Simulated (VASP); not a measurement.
The system is TaN.

```
CELL_PARAMETERS angstrom
1.55136 0.89568 4.96310
-1.55136 0.89568 4.96310
0.00000 -1.79136 4.96310
ATOMIC_POSITIONS crystal
Ta 0.50000 0.50000 0.50000
Ta 0.00000 0.00000 0.00000
N 0.25861 0.25861 0.25861
N 0.74139 0.74139 0.74139
```

```yaml
Program: VASP 6.6.1
Task: relaxation of cell and atoms
Functional: PBE
Potentials_or_basis: VASP PAW PBE potentials, release 64 (Ta_pv, N)
Cutoff: 600 eV
k_mesh: 6 × 6 × 6
Occupations: gaussian, width 0.1 eV
Spin: no spin polarisation
```

At the start: pressure 18.7 GPa; volume 10.34 Å³/atom.

**Question.** How do energy, volume and symmetry change on relaxing?

**Answer.** Over 10 steps the energy falls by 79.7 meV/atom and the volume is 10.80 Å³/atom (+4.4 %); space group R-3m (No. 166, to 0.1 Å) before, Fm-3m (No. 225, to 0.1 Å).

The path:
```tsv
step	energy change (eV)	largest force (eV/Å)	pressure (GPa)	volume (Å³)
1	0.0000	1.8886	18.71	41.38
2	0.3384	0.2316	-31.34	49.04
3	-0.2076	0.9913	-4.99	44.07
4	-0.2081	1.0225	-4.06	43.94
5	-0.2977	0.4879	-0.33	43.27
6	-0.3142	0.0490	3.10	42.79
7	-0.3146	0.1123	2.59	42.86
8	-0.3103	0.1278	-3.98	43.73
9	-0.3183	0.0101	-0.15	43.21
10	-0.3188	0.0044	-0.01	43.19
```

Final structure:
```xyz
4
Lattice="1.5713 0.9072 5.0496 -1.5713 0.9072 5.0496 0.0000 -1.8143 5.0496" Properties=species:S:1:pos:R:3 pbc="T T T"
Ta    0.0000    0.0000    7.5744
Ta    0.0000    1.8143   10.0992
N     0.0000    0.0000    3.7868
N     0.0000    0.0000   11.3619
```

Caveat: the k points lie up to 0.39 Å⁻¹ apart in the final cell; the highest band is partly filled, so the run has too few bands.
